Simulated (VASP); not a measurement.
A run of VASP 6.6.1 is set up as follows.

INCAR

```
ALGO = Fast ; EDIFF = 1E-6
ENCUT = 520 ; GGA = PS
ISIF = 2 ; ISMEAR = 0
IVDW = 12 ; LASPH = True
LCHARG = False ; LREAL = False
LWAVE = False ; NBANDS = 30
NELM = 100 ; PREC = Accurate
SIGMA = 0.1
```

The input KPOINTS:

```
k-points
0
Gamma
  14 14 14
```

POSCAR

```
Ga3Sb
1.0
   -2.1338968568      2.1338968568      4.5624075756
    2.1338968568     -2.1338968568      4.5624075756
    2.1338968568      2.1338968568     -4.5624075756
Ga Sb
3 1
Direct
    0.7500000000      0.2500000000      0.5000000000
    0.2500000000      0.7500000000      0.5000000000
    0.5000000000      0.5000000000      0.0000000000
    0.0000000000      0.0000000000      0.0000000000
```

Potentials or basis: VASP PAW PBE potentials, release 64 (Ga_d, Sb).

Run with:

```bash
$ cat potpaw_PBE.64/Ga_d/POTCAR potpaw_PBE.64/Sb/POTCAR > POTCAR
$ mpirun -np 1 vasp_std > vasp.out
```

**Question.** Predict the pressure.

**Answer.** -3.2 GPa.

**Question.** Estimate the band gap on the k mesh.

**Answer.** Zero (bands 22 and 23 overlap by 4.72 eV).

**Question.** Predict the dispersion energy per atom.

**Answer.** -0.353 eV.

Stress tensor (GPa, compression positive):
```
-3.16  0.00  0.00
 0.00 -3.16  0.00
 0.00  0.00 -3.25
```

Caveat: the cell stands under tension; the PAW data sets were made with another functional, which shifts forces and pressure a little; spin-orbit coupling is left out, which moves the levels of the heavy elements.
